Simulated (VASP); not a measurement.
# CuO2 (Cmcm) in VASP: single point with PBE

Aim: the single point of CuO2 with PBE.

All numbers are computed with VASP 6.6.1; they aren't measurements. Logs are shortened: lines on timing, memory, paths and dates and some standing lists are left out, and cuts for length are marked.

**1. The cell of the first run**

Symmetry: Cmcm, No. 63, orthorhombic system. The conventional cell has a = 2.825 Å, b = 10.421 Å, c = 4.343 Å, α = 90.00°, β = 90.00°, γ = 90.00°. Cu (site symmetry m2m) has 6 O at 1.86 to 2.22 Å within 2.5 Å. O (site symmetry m2m) has 2 Cu at 1.86 Å and 3 O at 2.42 to 2.47 Å within 2.5 Å. Within 2.5 Å of O (site symmetry m2m) lie 4 Cu at 1.90 to 2.22 Å and 1 O at 2.47 Å.

**2. Single point, PBE**

Contents of INCAR:

```
ALGO = Normal ; EDIFF = 1E-7
ENCUT = 520 ; GGA = PE
ISIF = 2 ; ISMEAR = 1
LASPH = T ; LCHARG = F
LREAL = F ; LWAVE = F
NBANDS = 32 ; NELM = 80
PREC = Accurate ; SIGMA = 0.1
```

Contents of KPOINTS:

```
k-points
0
Gamma
  8 8 5
```

Contents of POSCAR:

```
CuO2
1.0
    1.4126150000     -5.2107470000      0.0000000000
    1.4126150000      5.2107470000      0.0000000000
    0.0000000000      0.0000000000      4.3434240000
Cu O
2 4
Direct
    0.8327470000      0.1672530000      0.2500000000
    0.1672530000      0.8327470000      0.7500000000
    0.4485140000      0.5514860000      0.2500000000
    0.5514860000      0.4485140000      0.7500000000
    0.2110300000      0.7889700000      0.2500000000
    0.7889700000      0.2110300000      0.7500000000
```

Potentials or basis: VASP PAW PBE potentials, release 64 (Cu, O).

The run is started by

```
> cat potpaw_PBE.64/Cu/POTCAR potpaw_PBE.64/O/POTCAR > POTCAR
> mpirun -np 1 vasp_std > vasp.out
```

OUTCAR:

```text
EDIFF = 1E-7
   ENCUT = 520
   GGA = PE
   ISIF = 2
   ISMEAR = 1
   LASPH = T
   LREAL = F
   NELM = 80
   PREC = Accurate

 ion  position               nearest neighbor table
   1  0.833  0.167  0.250-   3 1.86   3 1.86   5 1.90   5 1.90   6 2.22   6 2.22
   2  0.167  0.833  0.750-   4 1.86   4 1.86   6 1.90   6 1.90   5 2.22   5 2.22
   3  0.449  0.551  0.250-   1 1.86   1 1.86
   4  0.551  0.449  0.750-   2 1.86   2 1.86
   5  0.211  0.789  0.250-   1 1.90   1 1.90   2 2.22   2 2.22
   6  0.789  0.211  0.750-   2 1.90   2 1.90   1 2.22   1 2.22

  LATTYP: Found a base centered orthorhombic cell.
 ALAT       =     2.8252300000
 B/A-ratio  =     3.6887241039
 C/A-ratio  =     1.5373700548

  Lattice vectors:

 A1 = (   1.4126150000,  -5.2107470000,   0.0000000000)
 A2 = (   1.4126150000,   5.2107470000,   0.0000000000)
 A3 = (   0.0000000000,   0.0000000000,   4.3434240000)

Analysis of symmetry for initial positions (statically):
=====================================================================
 Subroutine PRICEL returns:
 Original cell was already a primitive cell.

 Routine SETGRP: Setting up the symmetry group for a
 base centered orthorhombic supercell.

 Subroutine GETGRP returns: Found  8 space group operations
 (whereof  4 operations were pure point group operations)
 out of a pool of  8 trial point group operations.

The static configuration has the point symmetry C_2h.
 The point group associated with its full space group is D_2h.

Analysis of symmetry for dynamics (positions and initial velocities):
=====================================================================
 Subroutine PRICEL returns:
 Original cell was already a primitive cell.

 Routine SETGRP: Setting up the symmetry group for a
 base centered orthorhombic supercell.

 Subroutine GETGRP returns: Found  8 space group operations
 (whereof  4 operations were pure point group operations)
 out of a pool of  8 trial point group operations.

The dynamic configuration has the point symmetry C_2h.
 The point group associated with its full space group is D_2h.

 Subroutine INISYM returns: Found  8 space group operations
 (whereof  4 operations are pure point group operations),
 and found     1 'primitive' translations

----------------------------------------------------------------------------------------

                                     Primitive cell

  volume of cell :      63.9420

  direct lattice vectors                    reciprocal lattice vectors
     1.412615000 -5.210747000  0.000000000     0.353953483 -0.095955532  0.000000000
     1.412615000  5.210747000  0.000000000     0.353953483  0.095955532  0.000000000
     0.000000000  0.000000000  4.343424000     0.000000000  0.000000000  0.230233106

  length of vectors
     5.398830006  5.398830006  4.343424000     0.366729509  0.366729509  0.230233106

  position of ions in fractional coordinates (direct lattice)
     0.832747000  0.167253000  0.250000000
     0.167253000  0.832747000  0.750000000
     0.448514000  0.551486000  0.250000000
     0.551486000  0.448514000  0.750000000
     0.211030000  0.788970000  0.250000000
     0.788970000  0.211030000  0.750000000

  ion indices of the primitive-cell ions
   primitive index   ion index
                 1           1
                 2           2
                 3           3
                 4           4
                 5           5
                 6           6

----------------------------------------------------------------------------------------

 KPOINTS: k-points

Automatic generation of k-mesh.
 Grid dimensions read from file:
 generate k-points for:    8    8    5

 Generating k-lattice:

  Cartesian coordinates                     Fractional coordinates (reciprocal lattice)
     0.044244185 -0.011994441  0.000000000     0.125000000  0.000000000  0.000000000
     0.044244185  0.011994441  0.000000000     0.000000000  0.125000000  0.000000000
     0.000000000  0.000000000  0.046046621     0.000000000  0.000000000  0.200000000

  Length of vectors
     0.045841189  0.045841189  0.046046621

  Shift w.r.t. Gamma in fractional coordinates (k-lattice)
     0.000000000  0.000000000  0.000000000

 Subroutine IBZKPT returns following result:
 ===========================================

 Found     63 irreducible k-points:

 Following reciprocal coordinates:
            Coordinates               Weight
  0.000000  0.000000  0.000000      1.000000
  0.125000  0.000000  0.000000      4.000000
  0.250000  0.000000  0.000000      4.000000
  0.375000  0.000000  0.000000      4.000000
  0.500000  0.000000  0.000000      2.000000
  0.125000  0.125000  0.000000      2.000000
[... 16 lines left out ...]
  0.125000  0.000000  0.200000      8.000000
  0.250000  0.000000  0.200000      8.000000
 [... further k-points ...]
   k-points           NKPTS =     63   k-points in BZ     NKDIM =     63   number of bands    NBANDS=     32
   number of dos      NEDOS =    301   number of ions     NIONS =      6
   total plane-waves  NPLWV =  51200
   dimension x,y,z NGX =    40 NGY =   40 NGZ =   32
   dimension x,y,z NGXF=    80 NGYF=   80 NGZF=   64
   ions per type =               2   4
   NGX,Y,Z   is equivalent  to a cutoff of  12.32, 12.32, 12.25 a.u.
   NGXF,Y,Z  is equivalent  to a cutoff of  24.63, 24.63, 24.50 a.u.
 SYSTEM =  unknown system
   PREC   = accura    normal or accurate (medium, high low for compatibility)
   ISTART =      0    job   : 0-new  1-cont  2-samecut
   ICHARG =      2    charge: 1-file 2-atom 10-const
   ISPIN  =      1    spin polarized calculation?
   LNONCOLLINEAR =      F non collinear calculations
   LSORBIT =      F    spin-orbit coupling
   LASPH  =      T    aspherical Exc in radial PAW
   ENCUT  =  520.0 eV  38.22 Ry    6.18 a.u.  10.04 10.04  8.08*2*pi/ulx,y,z
   NELM   =     80;   NELMIN=  2; NELMDL= -5     # of ELM steps
   EDIFF  = 0.1E-06   stopping-criterion for ELM
   LREAL  =      F    real-space projection
   EDIFFG = 0.1E-05   stopping-criterion for IOM
   NSW    =      0    number of steps for IOM
   IBRION =     -1    ionic relax: 0-MD 1-quasi-New 2-CG
   NFREE  =      0    steps in history (QN), initial steepest desc. (CG)
   ISIF   =      2    stress and relaxation
   ISYM   =      2    0-nonsym 1-usesym 2-fastsym
   POTIM  = 0.5000    time-step for ionic-motion
   TEBEG  =    0.0;   TEEND  =   0.0 temperature during run
   PSTRESS=    0.0 pullay stress
   NELECT =      46.0000    total number of electrons
   NUPDOWN=      -1.0000    fix difference up-down
   EMIN   =  10.00;   EMAX   =-10.00  energy-range for DOS
   EFERMI =   0.00;   METHOD = LEGACY
   ISMEAR =     1;   SIGMA  =   0.10  broadening in eV -4-tet -1-fermi 0-gaus
   EFERMI_NEDOS =   21; number of points for ismear=-14 and -15
   IALGO  =     38    algorithm
   IMIX   =      4    mixing-type and parameters
     AMIX     =   0.40;   BMIX     =  1.00
     AMIX_MAG =   1.60;   BMIX_MAG =  1.00
  volume/ion in A,a.u.               =      10.66        71.92
  Fermi-wavevector in a.u.,A,eV,Ry     =   1.466894  2.772028 29.276722  2.151778
  Thomas-Fermi vector in A             =   2.582577
   LORBIT       =      0    0 simple, 1 ext, 2 COOP (PROOUT), +10 PAW based schemes
   GGA     = PE    functional components
   LHFCALC =     F    Hartree Fock is set to
   AEXX    =    0.0000 exact exchange contribution
   IVDW    =     0    specifies the selected vdW correction
   LEPSILON=     F    determine dielectric tensor
   LRPA    =     F    only Hartree local field effects (RPA)
 non-spin polarized calculation
 Methfessel and Paxton  Order N= 1 SIGMA  =   0.10
  energy-cutoff  :      520.00
  volume of cell :       63.94
 maximum number of plane-waves:      1734
   NGX = 21   NGY = 21   NGZ = 17

 number of electron      45.9999979 magnetization

 Free energy of the ion-electron system (eV)
  ---------------------------------------------------
  ext. energy  EPLUGINS =         0.00000000
  ---------------------------------------------------
  free energy    TOTEN  =       -27.37095391 eV

  energy without entropy =      -27.36768868  energy(sigma->0) =      -27.36986550

 E-fermi :   2.5214     XC(G=0): -10.9445

 val. band max:        2.5125268945   @ k =   0.3750   0.0000   0.4000
 cond. band min:       2.5307174789   @ k =  -0.1250   0.1250   0.0000
 fundamental gap:      0.0181905845
 Fermi energy:         2.5214290929

 k-point     1 :       0.0000    0.0000    0.0000
  band No.  band energies     occupation
      1     -16.6168      2.00000
      2     -15.1260      2.00000
      3     -14.9892      2.00000
      4     -14.3477      2.00000
      5      -3.5496      2.00000
      6      -3.3618      2.00000
[... 24 lines left out ...]
     31      14.4631      0.00000
     32      15.5843      0.00000

 k-point     2 :       0.1250    0.0000    0.0000
  band No.  band energies     occupation
      1     -16.4777      2.00000
      2     -15.1011      2.00000
      3     -14.9443      2.00000
      4     -14.3520      2.00000
      5      -3.4654      2.00000
      6      -3.2032      2.00000
[... 24 lines left out ...]
     31      14.9261      0.00000
     32      15.4643      0.00000

 k-point     3 :       0.2500    0.0000    0.0000
  band No.  band energies     occupation
      1     -16.1027      2.00000
      2     -15.0563      2.00000
      3     -14.8507      2.00000
      4     -14.3502      2.00000
      5      -3.2434      2.00000
      6      -2.9718      2.00000
[... 24 lines left out ...]
     31      15.3043      0.00000
     32      15.9939      0.00000

 k-point     4 :       0.3750    0.0000    0.0000
  band No.  band energies     occupation
      1     -15.6198      2.00000
      2     -15.0331      2.00000
      3     -14.8469      2.00000
      4     -14.3094      2.00000
      5      -3.0830      2.00000
      6      -2.9161      2.00000
[... 654 lines left out ...]
     31      15.1079      0.00000
     32      15.6993      0.00000

 k-point    23 :       0.1250    0.0000    0.2000
  band No.  band energies     occupation
      1     -16.3534      2.00000
      2     -15.2202      2.00000
      3     -14.9095      2.00000
      4     -14.4073      2.00000
      5      -3.5170      2.00000
      6      -3.2453      2.00000
[... 24 lines left out ...]
     31      15.2788      0.00000
     32      15.7358      0.00000

 k-point    24 :       0.2500    0.0000    0.2000
  band No.  band energies     occupation
      1     -15.9944      2.00000
      2     -15.0901      2.00000
      3     -14.8683      2.00000
      4     -14.4074      2.00000
      5      -3.2650      2.00000
      6      -3.0067      2.00000
[... 24 lines left out ...]
     31      15.3620      0.00000
     32      16.2242      0.00000

 [... further k-points ...]
[... 5 lines left out ...]
  --------------------------------------------------------------------------------------
  -------------------------------------------------------------------------------------
  Total       -0.3155486     -0.3432264     -0.2832361      0.0000000      0.0000000      0.0000000
  in kB       -7.9066189     -8.6001340     -7.0969727      0.0000000      0.0000000      0.0000000
  external PRESSURE =      -7.8679085 kB  Pullay stress =       0.0000000 kB

 VOLUME and BASIS-vectors are now :
 -----------------------------------------------------------------------------
  energy-cutoff  :      520.00
  volume of cell :       63.94
      direct lattice vectors                 reciprocal lattice vectors
     1.412615000 -5.210747000  0.000000000     0.353953483 -0.095955532  0.000000000
     1.412615000  5.210747000  0.000000000     0.353953483  0.095955532  0.000000000
     0.000000000  0.000000000  4.343424000     0.000000000  0.000000000  0.230233106

 POSITION                                       TOTAL-FORCE (eV/Angst)
 -----------------------------------------------------------------------------------
      1.41261     -3.46772      1.08586         0.000000     -0.017556      0.000000
      1.41261      3.46772      3.25757         0.000000      0.017556     -0.000000
      1.41261      0.53656      1.08586         0.000000     -0.106090     -0.000000
      1.41261     -0.53656      3.25757         0.000000      0.106090     -0.000000
      1.41261      3.01150      1.08586         0.000000     -0.198463      0.000000
      1.41261     -3.01150      3.25757         0.000000      0.198463      0.000000
 -----------------------------------------------------------------------------------
    total drift:                               -0.000000      0.000000     -0.000000

  FREE ENERGIE OF THE ION-ELECTRON SYSTEM (eV)
  ---------------------------------------------------
  free  energy   TOTEN  =       -27.3709539082 eV

  energy  without entropy=      -27.3676886799  energy(sigma->0) =      -27.36986550
```

Wall time 6.2 min (1 thread of AMD EPYC 7R13, shared host); peak memory 0.24 GiB.

What came out:

```
Free energy            : -27.3710 eV
Pressure               : -0.8 GPa
Largest force          : 0.198 eV/Å
Band gap on the k mesh : zero (bands 23 and 24 overlap by 0.25 eV)
```

Forces in eV/Å, atoms in the order of the input:
```
Cu   0.000 -0.018  0.000
Cu   0.000  0.018  0.000
O    0.000 -0.106  0.000
O    0.000  0.106  0.000
O    0.000 -0.198  0.000
O    0.000  0.198  0.000
```

Levels at points of the mesh, in eV from the Fermi level:
```csv
k point,band 21,band 22,band 23,band 24,band 25,band 26
"(0.00, 0.00, 0.00)",-1.05,-1.04,-0.57,-0.08,1.01,1.28
"(0.50, 0.00, 0.00)",-1.84,-1.68,-1.32,0.34,0.65,0.74
"(0.50, 0.50, 0.00)",-1.21,-1.14,-0.93,0.37,1.15,1.29
```

Caveat: semilocal functionals often make such compounds metallic where correlation or magnetic order opens a gap, which also shifts bond lengths. With open d or f shells a metallic result of PBE can be an artefact of self-interaction; +U or a hybrid may open a gap.
